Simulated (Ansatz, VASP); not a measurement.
AlGa2N3 in VASP and in Ansatz

```xyz
6
Lattice="-1.4864 1.4864 6.3181 1.4864 -1.4864 6.3181 1.4864 1.4864 -6.3181" Properties=species:S:1:pos:R:3 pbc="T T T"
Al    0.0000    0.0000    6.3181
Ga    0.0000    0.0000   10.5413
Ga    0.0000    0.0000    2.0949
N     0.0000    0.0000    0.0000
N     0.0000    0.0000    8.3822
N     0.0000    0.0000    4.2540
```

Alike in both runs: task relaxation of cell and atoms; functional PBE; k mesh 12 × 12 × 12; occupations gaussian, width 0.02 eV; no spin polarisation.

|  | VASP | Ansatz |
| --- | --- | --- |
| version | VASP 6.6.1 | Ansatz 0.2.0 |
| potentials or method | VASP PAW PBE potentials, release 64 (Al, Ga_d, N), cutoff 600 eV | scalar-relativistic, plane waves, PAW |
| valence electrons in the cell | 44 | 44 |

VASP gave:

```
gap on the k mesh at the Fermi level, each at its own relaxed structure (eV)  : 1.15
relaxed volume (Å³/atom)                                                      : 9.32
relaxed length of the cell vector where the two differ most in proportion (Å) : 6.662
```

Which values does Ansatz return?

gap on the k mesh at the Fermi level, each at its own relaxed structure (eV): 1.17; relaxed volume (Å³/atom): 9.31; relaxed length of the cell vector where the two differ most in proportion (Å): 6.661.
